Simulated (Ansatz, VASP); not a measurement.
**Pt: VASP beside Ansatz**

Contents of POSCAR:

```
Pt
1.0
   -1.7560295328      1.5887886249      1.5887886249
    1.5887886249     -1.7560295328      1.5887886249
    1.5887886249      1.5887886249     -1.7560295328
Pt
1
Direct
    0.0000000000      0.0000000000      0.0000000000
```

Contents of INCAR.step1:

```
ALGO     = Normal         # electronic algorithm
EDIFF    = 1E-4           # SCF threshold, eV
ENCUT    = 520            # plane-wave cutoff, eV
GGA      = PE             # functional
ISMEAR   = 0              # smearing method
LASPH    = True           # aspherical terms in the spheres
LCHARG   = False          # write CHGCAR
LREAL    = False          # projectors in reciprocal space
LWAVE    = True           # write WAVECAR
NBANDS   = 11             # bands
NELM     = 80             # most SCF steps
PREC     = Accurate       # precision mode
SIGMA    = 0.15           # smearing width, eV
```

Contents of INCAR.step2:

```
ALGO     = Normal         # electronic algorithm
EDIFF    = 1E-6           # SCF threshold, eV
ENCUT    = 520            # plane-wave cutoff, eV
ISIF     = 2              # what is computed and relaxed
ISMEAR   = 0              # smearing method
ISTART   = 1            
LASPH    = True           # aspherical terms in the spheres
LCHARG   = False          # write CHGCAR
LMIXTAU  = True         
LREAL    = False          # projectors in reciprocal space
LWAVE    = False          # write WAVECAR
METAGGA  = R2SCAN         # meta-GGA
NBANDS   = 11             # bands
NELM     = 80             # most SCF steps
PREC     = Accurate       # precision mode
SIGMA    = 0.15           # smearing width, eV
```

The input KPOINTS:

```
k-points
0
Gamma
  24 24 24
```

Input for Ansatz:

```yaml
crystal:
  lattice:
    - [-1.7560295328, 1.5887886249, 1.5887886249]
    - [1.5887886249, -1.7560295328, 1.5887886249]
    - [1.5887886249, 1.5887886249, -1.7560295328]
  atoms:
    - { symbol: Pt, position: [0.0, 0.0, 0.0] }
basis:
  ecutwfc: 500
kpoints:
  mp_grid: { grid: [24, 24, 24] }
hamiltonian:
  xc: r2scan
scf:
  occupations: { method: gaussian, width: 0.15 }
output:
  forces: true
  stress: true
  eigenvalues: true
  write_density: true
  write_potential: true
  elf: true
  volumetric_format: npy
```

Alike in both runs: task single point; functional r2SCAN; k mesh 24 × 24 × 24; occupations gaussian, width 0.15 eV; no spin polarisation.

```csv
,VASP,Ansatz
version,VASP 6.6.1,Ansatz 0.2.0
potentials or method,"VASP PAW PBE potentials, release 64 (Pt), cutoff 520 eV","scalar-relativistic, plane waves, PAW"
valence electrons in the cell,10,18
```

Ansatz gave:

| Property | Result |
| --- | --- |
| gap on the k mesh at the Fermi level (eV) | none |
| pressure (GPa) | 5.4 |
| traceless stress, the component that is largest in VASP (GPa) | 22.20 |

Task: Which values does VASP return?

Result: gap on the k mesh at the Fermi level (eV): none; pressure (GPa): 6.0; traceless stress, the component that is largest in VASP (GPa): 22.40.

VASP's potentials were made for PBE, not for r2SCAN. A gap of «none» marks a metal or a gap that the smearing closes. With one functional, cell and mesh, what is left measures potentials, basis and numerics. VASP's potentials hold 10 valence electrons a cell and Ansatz's 18, so a difference there can come from the potentials and not from the codes.

Spin-orbit coupling is off throughout.
